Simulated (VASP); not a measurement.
# MgO (dsol) (Fm-3m) in VASP: notebook

MgO (dsol) is run at these levels: PBEsol; tasks: single point.

All numbers are computed with VASP 6.6.1; they aren't measurements. Logs are shortened: lines on timing, memory, paths and dates and some standing lists are left out, and cuts for length are marked.

**What was measured.**

“Electronic structure of alkaline earth and post-transition metal oxides”, 2009, arxiv:0908.1581 quotes, for a bulk crystal of MgO: band gap 7.83 eV.

The results are compared with them further down.

## 1. The cell of the first run

Symmetry: Fm-3m, No. 225, cubic system. Conventional cell: a = 4.249 Å, b = 4.249 Å, c = 4.249 Å, α = 90.00°, β = 90.00°, γ = 90.00°. Mg (site symmetry m-3m) has 6 O at 2.12 Å within 2.8 Å. O (site symmetry m-3m) has 6 Mg at 2.12 Å within 2.8 Å.

## 2. Single point, PBEsol

INCAR

```
ALGO     = Normal         # electronic algorithm
EDIFF    = 1E-6           # SCF threshold, eV
ENCUT    = 520            # plane-wave cutoff, eV
GGA      = PS             # functional
ISIF     = 2              # what is computed and relaxed
ISMEAR   = 0              # smearing method
LASPH    = True           # aspherical terms in the spheres
LCHARG   = False          # write CHGCAR
LREAL    = False          # projectors in reciprocal space
LWAVE    = False          # write WAVECAR
NBANDS   = 11             # bands
NELM     = 60             # most SCF steps
PREC     = Accurate       # precision mode
SIGMA    = 0.1            # smearing width, eV
```

KPOINTS

```
k-points
0
Gamma
  8 8 8
```

POSCAR

```
MgO
1.0
    0.0000000000      2.1245000000      2.1245000000
    2.1245000000      0.0000000000      2.1245000000
    2.1245000000      2.1245000000      0.0000000000
Mg O
1 1
Direct
    0.0000000000      0.0000000000      0.0000000000
    0.5000000000      0.5000000000      0.5000000000
```

Potentials or basis: VASP PAW PBE potentials, release 64 (Mg, O).

On the command line:

```bash
$ cat potpaw_PBE.64/Mg/POTCAR potpaw_PBE.64/O/POTCAR > POTCAR
$ mpirun -np 1 vasp_std > vasp.out
```

OUTCAR:

```text
EDIFF = 1E-6
   ENCUT = 520
   GGA = PS
   ISIF = 2
   ISMEAR = 0
   LASPH = True
   LREAL = False
   NELM = 60
   PREC = Accurate

 ion  position               nearest neighbor table
   1  0.000  0.000  0.000-   2 2.12   2 2.12   2 2.12   2 2.12   2 2.12   2 2.12
   2  0.500  0.500  0.500-   1 2.12   1 2.12   1 2.12   1 2.12   1 2.12   1 2.12

  LATTYP: Found a face centered cubic cell.
 ALAT       =     4.2490000000

  Lattice vectors:

 A1 = (   0.0000000000,   2.1245000000,   2.1245000000)
 A2 = (   2.1245000000,   0.0000000000,   2.1245000000)
 A3 = (   2.1245000000,   2.1245000000,   0.0000000000)

Analysis of symmetry for initial positions (statically):
=====================================================================
 Subroutine PRICEL returns:
 Original cell was already a primitive cell.

 Routine SETGRP: Setting up the symmetry group for a
 face centered cubic supercell.

 Subroutine GETGRP returns: Found 48 space group operations
 (whereof 48 operations were pure point group operations)
 out of a pool of 48 trial point group operations.

The static configuration has the point symmetry O_h .

Analysis of symmetry for dynamics (positions and initial velocities):
=====================================================================
 Subroutine PRICEL returns:
 Original cell was already a primitive cell.

 Routine SETGRP: Setting up the symmetry group for a
 face centered cubic supercell.

 Subroutine GETGRP returns: Found 48 space group operations
 (whereof 48 operations were pure point group operations)
 out of a pool of 48 trial point group operations.

The dynamic configuration has the point symmetry O_h .

 Subroutine INISYM returns: Found 48 space group operations
 (whereof 48 operations are pure point group operations),
 and found     1 'primitive' translations

----------------------------------------------------------------------------------------

                                     Primitive cell

  volume of cell :      19.1779

  direct lattice vectors                    reciprocal lattice vectors
     0.000000000  2.124500000  2.124500000    -0.235349494  0.235349494  0.235349494
     2.124500000  0.000000000  2.124500000     0.235349494 -0.235349494  0.235349494
     2.124500000  2.124500000  0.000000000     0.235349494  0.235349494 -0.235349494

  length of vectors
     3.004496713  3.004496713  3.004496713     0.407637281  0.407637281  0.407637281

  position of ions in fractional coordinates (direct lattice)
     0.000000000  0.000000000  0.000000000
     0.500000000  0.500000000  0.500000000

  ion indices of the primitive-cell ions
   primitive index   ion index
                 1           1
                 2           2

----------------------------------------------------------------------------------------

 KPOINTS: k-points

Automatic generation of k-mesh.
 Grid dimensions read from file:
 generate k-points for:    8    8    8

 Generating k-lattice:

  Cartesian coordinates                     Fractional coordinates (reciprocal lattice)
    -0.029418687  0.029418687  0.029418687     0.125000000  0.000000000  0.000000000
     0.029418687 -0.029418687  0.029418687     0.000000000  0.125000000  0.000000000
     0.029418687  0.029418687 -0.029418687     0.000000000  0.000000000  0.125000000

  Length of vectors
     0.050954660  0.050954660  0.050954660

  Shift w.r.t. Gamma in fractional coordinates (k-lattice)
     0.000000000  0.000000000  0.000000000

 Subroutine IBZKPT returns following result:
 ===========================================

 Found     29 irreducible k-points:

 Following reciprocal coordinates:
            Coordinates               Weight
  0.000000  0.000000  0.000000      1.000000
  0.125000  0.000000  0.000000      8.000000
  0.250000  0.000000  0.000000      8.000000
  0.375000  0.000000  0.000000      8.000000
  0.500000  0.000000  0.000000      4.000000
  0.125000  0.125000  0.000000      6.000000
[... 16 lines left out ...]
  0.500000  0.250000  0.125000     48.000000
 -0.375000  0.250000  0.125000     24.000000
 [... further k-points ...]
   k-points           NKPTS =     29   k-points in BZ     NKDIM =     29   number of bands    NBANDS=     11
   number of dos      NEDOS =    301   number of ions     NIONS =      2
   total plane-waves  NPLWV =  13824
   dimension x,y,z NGX =    24 NGY =   24 NGZ =   24
   dimension x,y,z NGXF=    48 NGYF=   48 NGZF=   48
   ions per type =               1   1
   NGX,Y,Z   is equivalent  to a cutoff of  13.28, 13.28, 13.28 a.u.
   NGXF,Y,Z  is equivalent  to a cutoff of  26.56, 26.56, 26.56 a.u.
 SYSTEM =  unknown system
   PREC   = accura    normal or accurate (medium, high low for compatibility)
   ISTART =      0    job   : 0-new  1-cont  2-samecut
   ICHARG =      2    charge: 1-file 2-atom 10-const
   ISPIN  =      1    spin polarized calculation?
   LNONCOLLINEAR =      F non collinear calculations
   LSORBIT =      F    spin-orbit coupling
   LASPH  =      T    aspherical Exc in radial PAW
   ENCUT  =  520.0 eV  38.22 Ry    6.18 a.u.   5.59  5.59  5.59*2*pi/ulx,y,z
   NELM   =     60;   NELMIN=  2; NELMDL= -5     # of ELM steps
   EDIFF  = 0.1E-05   stopping-criterion for ELM
   LREAL  =      F    real-space projection
   EDIFFG = 0.1E-04   stopping-criterion for IOM
   NSW    =      0    number of steps for IOM
   IBRION =     -1    ionic relax: 0-MD 1-quasi-New 2-CG
   NFREE  =      0    steps in history (QN), initial steepest desc. (CG)
   ISIF   =      2    stress and relaxation
   ISYM   =      2    0-nonsym 1-usesym 2-fastsym
   POTIM  = 0.5000    time-step for ionic-motion
   TEBEG  =    0.0;   TEEND  =   0.0 temperature during run
   PSTRESS=    0.0 pullay stress
   NELECT =       8.0000    total number of electrons
   NUPDOWN=      -1.0000    fix difference up-down
   EMIN   =  10.00;   EMAX   =-10.00  energy-range for DOS
   EFERMI =   0.00;   METHOD = LEGACY
   ISMEAR =     0;   SIGMA  =   0.10  broadening in eV -4-tet -1-fermi 0-gaus
   EFERMI_NEDOS =   21; number of points for ismear=-14 and -15
   IALGO  =     38    algorithm
   IMIX   =      4    mixing-type and parameters
     AMIX     =   0.40;   BMIX     =  1.00
     AMIX_MAG =   1.60;   BMIX_MAG =  1.00
  volume/ion in A,a.u.               =       9.59        64.71
  Fermi-wavevector in a.u.,A,eV,Ry     =   1.223221  2.311552 20.357968  1.496268
  Thomas-Fermi vector in A             =   2.358339
   LORBIT       =      0    0 simple, 1 ext, 2 COOP (PROOUT), +10 PAW based schemes
   GGA     = PS    functional components
   LHFCALC =     F    Hartree Fock is set to
   AEXX    =    0.0000 exact exchange contribution
   IVDW    =     0    specifies the selected vdW correction
   LEPSILON=     F    determine dielectric tensor
   LRPA    =     F    only Hartree local field effects (RPA)
 non-spin polarized calculation
 Gauss-broadening in eV      SIGMA  =   0.10
  energy-cutoff  :      520.00
  volume of cell :       19.18
 maximum number of plane-waves:       534
 NGX is ok and might be reduce to    24
   NGX = 11   NGY = 11   NGZ = 11

 number of electron       8.0000004 magnetization

 Free energy of the ion-electron system (eV)
  ---------------------------------------------------
  ext. energy  EPLUGINS =         0.00000000
  ---------------------------------------------------
  free energy    TOTEN  =       -12.50598253 eV

  energy without entropy =      -12.50598253  energy(sigma->0) =      -12.50598253

 E-fermi :   3.2795     XC(G=0): -11.1843

 val. band max:        2.8735840635   @ k =   0.0000   0.0000   0.0000
 cond. band min:       7.2591955004   @ k =   0.0000   0.0000   0.0000
 fundamental gap:      4.3856114369
 Fermi energy:         3.2794513172

 k-point     1 :       0.0000    0.0000    0.0000
  band No.  band energies     occupation
      1     -14.1985      2.00000
      2       2.8736      2.00000
      3       2.8736      2.00000
      4       2.8736      2.00000
      5       7.2592      0.00000
      6      18.3600      0.00000
      7      18.3600      0.00000
      8      18.3600      0.00000
      9      22.1343      0.00000
     10      23.9874      0.00000
     11      23.9874      0.00000

 k-point     2 :       0.1250    0.0000    0.0000
  band No.  band energies     occupation
      1     -14.0396      2.00000
      2       1.9122      2.00000
      3       2.7735      2.00000
      4       2.7735      2.00000
      5       8.1836      0.00000
      6      16.6766      0.00000
      7      18.7056      0.00000
      8      18.7056      0.00000
      9      22.9801      0.00000
     10      22.9801      0.00000
     11      24.2453      0.00000

 k-point     3 :       0.2500    0.0000    0.0000
  band No.  band energies     occupation
      1     -13.6267      2.00000
      2       0.2267      2.00000
      3       2.5429      2.00000
      4       2.5429      2.00000
      5       9.6277      0.00000
      6      15.1216      0.00000
      7      19.1606      0.00000
      8      19.1606      0.00000
      9      22.5839      0.00000
     10      22.5839      0.00000
     11      24.3106      0.00000

 k-point     4 :       0.3750    0.0000    0.0000
  band No.  band energies     occupation
      1     -13.1622      2.00000
      2      -1.1541      2.00000
      3       2.3259      2.00000
      4       2.3259      2.00000
      5      10.3520      0.00000
      6      14.8831      0.00000
      7      18.9593      0.00000
      8      18.9593      0.00000
      9      23.5481      0.00000
     10      23.8671      0.00000
     11      23.8671      0.00000
[... 239 lines left out ...]
 k-point    22 :       0.3750    0.2500    0.1250
  band No.  band energies     occupation
      1     -13.3308      2.00000
      2      -0.1224      2.00000
      3       1.7374      2.00000
      4       2.2726      2.00000
      5      11.0177      0.00000
      6      14.0744      0.00000
      7      17.5461      0.00000
      8      19.9831      0.00000
      9      20.5885      0.00000
     10      24.8650      0.00000
     11      28.1139      0.00000

 k-point    23 :       0.5000    0.2500    0.1250
  band No.  band energies     occupation
      1     -12.9647      2.00000
      2      -0.7965      2.00000
      3       1.1688      2.00000
      4       2.0249      2.00000
      5      12.0286      0.00000
      6      14.2014      0.00000
      7      16.3975      0.00000
      8      19.5734      0.00000
      9      22.1213      0.00000
     10      24.7942      0.00000
     11      28.3353      0.00000

 k-point    24 :      -0.3750    0.2500    0.1250
  band No.  band energies     occupation
      1     -12.8021      2.00000
      2      -1.0823      2.00000
      3       0.9636      2.00000
      4       1.9072      2.00000
      5      12.2215      0.00000
      6      14.7053      0.00000
      7      15.9777      0.00000
      8      19.3278      0.00000
      9      22.9442      0.00000
     10      24.4530      0.00000
     11      28.4803      0.00000

 [... further k-points ...]
[... 5 lines left out ...]
  --------------------------------------------------------------------------------------
  -------------------------------------------------------------------------------------
  Total       -0.5082724     -0.5082724     -0.5082724     -0.0000000      0.0000000     -0.0000000
  in kB      -42.4626303    -42.4626303    -42.4626303     -0.0000000      0.0000000     -0.0000000
  external PRESSURE =     -42.4626303 kB  Pullay stress =       0.0000000 kB

 VOLUME and BASIS-vectors are now :
 -----------------------------------------------------------------------------
  energy-cutoff  :      520.00
  volume of cell :       19.18
      direct lattice vectors                 reciprocal lattice vectors
     0.000000000  2.124500000  2.124500000    -0.235349494  0.235349494  0.235349494
     2.124500000  0.000000000  2.124500000     0.235349494 -0.235349494  0.235349494
     2.124500000  2.124500000  0.000000000     0.235349494  0.235349494 -0.235349494

 POSITION                                       TOTAL-FORCE (eV/Angst)
 -----------------------------------------------------------------------------------
      0.00000      0.00000      0.00000         0.000000      0.000000      0.000000
      2.12450      2.12450      2.12450        -0.000000     -0.000000      0.000000
 -----------------------------------------------------------------------------------
    total drift:                               -0.000000     -0.000000      0.000000

  FREE ENERGIE OF THE ION-ELECTRON SYSTEM (eV)
  ---------------------------------------------------
  free  energy   TOTEN  =       -12.5059825314 eV

  energy  without entropy=      -12.5059825314  energy(sigma->0) =      -12.50598253
```

It took 11 s on 1 thread of AMD EPYC 7R13, shared host; peak memory 0.11 GiB.

What came out:

| Quantity | Value |
| --- | --- |
| Free energy | -12.5060 eV |
| Pressure | -4.2 GPa |
| Band gap on the k mesh | 4.39 eV, direct |

Caveat: the PAW data sets were made with another functional, which shifts forces and pressure a little.

(Continued in part 2 of 2.)
